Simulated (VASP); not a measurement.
# CsBr (Pm-3m) in VASP: a series of runs

Runs on CsBr. Level: PBE. Tasks: single point.

Everything below comes from runs of VASP 6.6.1. Logs are shortened: lines on timing, memory, paths and dates and some standing lists are left out, and cuts for length are marked.

### 1 The cell of the first run

The structure is cubic, space group Pm-3m (No. 221). The conventional cell has a = 4.238 Å, b = 4.238 Å, c = 4.238 Å, α = 90.00°, β = 90.00°, γ = 90.00°. Cs (site symmetry m-3m) has 8 Br at 3.67 Å and 6 Cs at 4.24 Å within 4.8 Å. Br (site symmetry m-3m) has 8 Cs at 3.67 Å and 6 Br at 4.24 Å within 4.8 Å.

### 2 Single point, PBE (38.06 Å³/atom)

INCAR reads:

```
ALGO = Normal
EDIFF = 1E-6
ENCUT = 500
GGA = PE
GGA_COMPAT = F
ISIF = 2
ISMEAR = -1
LASPH = T
LCHARG = T
LELF = T
LREAL = F
LVHAR = T
LWAVE = F
NBANDS = 15
NELM = 120
PREC = Accurate
SIGMA = 0.02
```

KPOINTS reads:

```
k-points
0
Gamma
  6 6 6
```

POSCAR reads:

```
CsBr
1.0
    4.2380706029      0.0000000000      0.0000000000
    0.0000000000      4.2380706029      0.0000000000
    0.0000000000      0.0000000000      4.2380706029
Cs Br
1 1
Direct
    0.0000000000      0.0000000000      0.0000000000
    0.5000000000      0.5000000000      0.5000000000
```

Potentials or basis: VASP PAW PBE potentials, release 64 (Cs_sv, Br).

On the command line:

```bash
cat potpaw_PBE.64/Cs_sv/POTCAR potpaw_PBE.64/Br/POTCAR > POTCAR
mpirun -np 1 vasp_std > vasp.out
```

OUTCAR:

```text
EDIFF = 1E-6
   ENCUT = 500
   GGA = PE
   ISIF = 2
   ISMEAR = -1
   LASPH = T
   LREAL = F
   NELM = 120
   PREC = Accurate

 ion  position               nearest neighbor table
   1  0.000  0.000  0.000-
   2  0.500  0.500  0.500-

  LATTYP: Found a simple cubic cell.
 ALAT       =     4.2380706029

  Lattice vectors:

 A1 = (   4.2380706029,   0.0000000000,   0.0000000000)
 A2 = (   0.0000000000,   4.2380706029,   0.0000000000)
 A3 = (   0.0000000000,   0.0000000000,   4.2380706029)

Analysis of symmetry for initial positions (statically):
=====================================================================
 Subroutine PRICEL returns:
 Original cell was already a primitive cell.

 Routine SETGRP: Setting up the symmetry group for a
 simple cubic supercell.

 Subroutine GETGRP returns: Found 48 space group operations
 (whereof 48 operations were pure point group operations)
 out of a pool of 48 trial point group operations.

The static configuration has the point symmetry O_h .

Analysis of symmetry for dynamics (positions and initial velocities):
=====================================================================
 Subroutine PRICEL returns:
 Original cell was already a primitive cell.

 Routine SETGRP: Setting up the symmetry group for a
 simple cubic supercell.

 Subroutine GETGRP returns: Found 48 space group operations
 (whereof 48 operations were pure point group operations)
 out of a pool of 48 trial point group operations.

The dynamic configuration has the point symmetry O_h .

 Subroutine INISYM returns: Found 48 space group operations
 (whereof 48 operations are pure point group operations),
 and found     1 'primitive' translations

----------------------------------------------------------------------------------------

                                     Primitive cell

  volume of cell :      76.1210

  direct lattice vectors                    reciprocal lattice vectors
     4.238070603  0.000000000  0.000000000     0.235956428  0.000000000  0.000000000
     0.000000000  4.238070603  0.000000000     0.000000000  0.235956428  0.000000000
     0.000000000  0.000000000  4.238070603     0.000000000  0.000000000  0.235956428

  length of vectors
[... 82 lines left out ...]
   NFREE  =      0    steps in history (QN), initial steepest desc. (CG)
   ISIF   =      2    stress and relaxation
   ISYM   =      2    0-nonsym 1-usesym 2-fastsym
   POTIM  = 0.5000    time-step for ionic-motion
   TEBEG  =    0.0;   TEEND  =   0.0 temperature during run
   PSTRESS=    0.0 pullay stress
   NELECT =      16.0000    total number of electrons
   NUPDOWN=      -1.0000    fix difference up-down
   EMIN   =  10.00;   EMAX   =-10.00  energy-range for DOS
   EFERMI =   0.00;   METHOD = LEGACY
   ISMEAR =    -1;   SIGMA  =   0.02  broadening in eV -4-tet -1-fermi 0-gaus
   EFERMI_NEDOS =   21; number of points for ismear=-14 and -15
   IALGO  =     38    algorithm
   IMIX   =      4    mixing-type and parameters
     AMIX     =   0.40;   BMIX     =  1.00
     AMIX_MAG =   1.60;   BMIX_MAG =  1.00
  volume/ion in A,a.u.               =      38.06       256.84
  Fermi-wavevector in a.u.,A,eV,Ry     =   0.973375  1.839411 12.890948  0.947458
  Thomas-Fermi vector in A             =   2.103749
   LORBIT       =      0    0 simple, 1 ext, 2 COOP (PROOUT), +10 PAW based schemes
   GGA     = PE    functional components
   LHFCALC =     F    Hartree Fock is set to
   AEXX    =    0.0000 exact exchange contribution
   IVDW    =     0    specifies the selected vdW correction
   LEPSILON=     F    determine dielectric tensor
   LRPA    =     F    only Hartree local field effects (RPA)
 non-spin polarized calculation
  energy-cutoff  :      500.00
  volume of cell :       76.12
 maximum number of plane-waves:      1956
 NGX is ok and might be reduce to    32
   NGX = 15   NGY = 15   NGZ = 15

 number of electron      15.9999996 magnetization

 Free energy of the ion-electron system (eV)
  ---------------------------------------------------
  ext. energy  EPLUGINS =         0.00000000
  ---------------------------------------------------
  free energy    TOTEN  =        -5.98126321 eV

  energy without entropy =       -5.98126321  energy(sigma->0) =       -5.98126321

 E-fermi :   0.3111     XC(G=0):  -8.2258

 val. band max:       -0.1170868032   @ k =   0.0000   0.0000   0.0000
 cond. band min:       4.5294545723   @ k =   0.0000   0.0000   0.0000
 fundamental gap:      4.6465413754
 Fermi energy:         0.3110732674

 k-point     1 :       0.0000    0.0000    0.0000
  band No.  band energies     occupation
      1     -19.8578      2.00000
      2     -12.5363      2.00000
      3      -6.4357      2.00000
      4      -6.4357      2.00000
      5      -6.4357      2.00000
      6      -0.1171      2.00000
      7      -0.1171      2.00000
      8      -0.1171      2.00000
      9       4.5295      0.00000
     10       4.7507      0.00000
     11       4.7507      0.00000
     12       9.1054      0.00000
     13       9.1054      0.00000
     14       9.1054      0.00000
[... 329 lines left out ...]
      2     -12.3409      2.00000
      3      -6.8745      2.00000
      4      -6.8745      2.00000
      5      -6.8745      2.00000
      6      -1.3902      2.00000
      7      -1.3902      2.00000
      8      -1.3902      2.00000
      9       8.3653      0.00000
     10       8.3653      0.00000
     11       8.3653      0.00000
     12       9.2278      0.00000
     13       9.2278      0.00000
     14       9.2278      0.00000
     15      11.4492      0.00000

------------------------ aborting loop because EDIFF is reached ----------------------------------------

  FORCE on cell =-STRESS in cart. coord.  units (eV):
  Direction    XX          YY          ZZ          XY          YZ          ZX
  --------------------------------------------------------------------------------------
  -------------------------------------------------------------------------------------
  Total        0.8279223      0.8279223      0.8279223     -0.0000000      0.0000000     -0.0000000
  in kB       17.4259150     17.4259150     17.4259150     -0.0000000      0.0000000     -0.0000000
  external PRESSURE =      17.4259150 kB  Pullay stress =       0.0000000 kB

 VOLUME and BASIS-vectors are now :
 -----------------------------------------------------------------------------
  energy-cutoff  :      500.00
  volume of cell :       76.12
      direct lattice vectors                 reciprocal lattice vectors
     4.238070603  0.000000000  0.000000000     0.235956428  0.000000000  0.000000000
     0.000000000  4.238070603  0.000000000     0.000000000  0.235956428  0.000000000
     0.000000000  0.000000000  4.238070603     0.000000000  0.000000000  0.235956428

 POSITION                                       TOTAL-FORCE (eV/Angst)
 -----------------------------------------------------------------------------------
      0.00000      0.00000      0.00000         0.000000      0.000000      0.000000
      2.11904      2.11904      2.11904         0.000000      0.000000      0.000000
 -----------------------------------------------------------------------------------
    total drift:                                0.000000      0.000000     -0.000000

  FREE ENERGIE OF THE ION-ELECTRON SYSTEM (eV)
  ---------------------------------------------------
  free  energy   TOTEN  =        -5.9812632085 eV

  energy  without entropy=       -5.9812632085  energy(sigma->0) =       -5.98126321
```

OSZICAR:

```text
N       E                     dE             d eps       ncg     rms          rms(c)
DAV:   1     0.880659648488E+02    0.88066E+02   -0.63367E+03   600   0.874E+02
DAV:   2     0.548551235145E+00   -0.87517E+02   -0.78914E+02   829   0.155E+02
DAV:   3    -0.617878032656E+01   -0.67273E+01   -0.66961E+01   803   0.474E+01
DAV:   4    -0.623570926746E+01   -0.56929E-01   -0.56926E-01   705   0.508E+00
DAV:   5    -0.623601491839E+01   -0.30565E-03   -0.30565E-03   831   0.386E-01    0.181E+00
DAV:   6    -0.601349368789E+01    0.22252E+00   -0.20476E-01   754   0.248E+00    0.105E+00
DAV:   7    -0.597837507185E+01    0.35119E-01   -0.12359E-01   747   0.184E+00    0.603E-01
DAV:   8    -0.598139495489E+01   -0.30199E-02   -0.13371E-02   670   0.672E-01    0.112E-01
DAV:   9    -0.598116815871E+01    0.22680E-03   -0.11681E-03   789   0.189E-01    0.656E-02
DAV:  10    -0.598126001013E+01   -0.91851E-04   -0.20115E-04   628   0.892E-02    0.166E-02
DAV:  11    -0.598126449841E+01   -0.44883E-05   -0.27441E-05   747   0.307E-02    0.100E-02
DAV:  12    -0.598126309876E+01    0.13996E-05   -0.39265E-06   698   0.120E-02    0.224E-03
DAV:  13    -0.598126320851E+01   -0.10974E-06   -0.51050E-07   370   0.378E-03
   1 F= -.59812632E+01 E0= -.59812632E+01  d E =-.119549E-10
```

stdout:

```text
POSCAR found type information on POSCAR CsBr
 POSCAR found :  2 types and       2 ions
 scaLAPACK will be used
 LDA part: xc-table for (Slater+PW92), standard interpolation
 POSCAR, INCAR and KPOINTS ok, starting setup
 FFT: planning ... GRIDC
 FFT: planning ... GRID_SOFT
 FFT: planning ... GRID
 WAVECAR not read
 entering main loop
```

It took 22 s on 1 thread of Intel Xeon 8259CL, shared host; peak memory 0.18 GiB.

What came out:

| Quantity | Value |
| --- | --- |
| Free energy | -5.9813 eV |
| Pressure | 1.7 GPa |
| Band gap on the k mesh | 4.65 eV |

Levels at points of the mesh, in eV from the valence-band top:
| k point | band 5 | band 6 | band 7 | band 8 | band 9 | band 10 | band 11 | band 12 |
| --- | --- | --- | --- | --- | --- | --- | --- | --- |
| (0.00, 0.00, 0.00) | -6.32 | 0.00 | 0.00 | 0.00 | 4.65 | 4.87 | 4.87 | 9.22 |
| (0.50, 0.00, 0.00) | -6.20 | -1.41 | -0.24 | -0.24 | 5.92 | 7.47 | 7.96 | 8.32 |
| (0.50, 0.50, 0.00) | -6.12 | -0.59 | -0.59 | -0.02 | 5.28 | 5.52 | 7.26 | 7.26 |
| (0.50, 0.50, 0.50) | -6.76 | -1.27 | -1.27 | -1.27 | 8.48 | 8.48 | 8.48 | 9.34 |

Caveat: spin-orbit coupling is left out, which moves the levels of the heavy elements. A k mesh can miss the band edges.

(Part 1 of 2 ends here.)
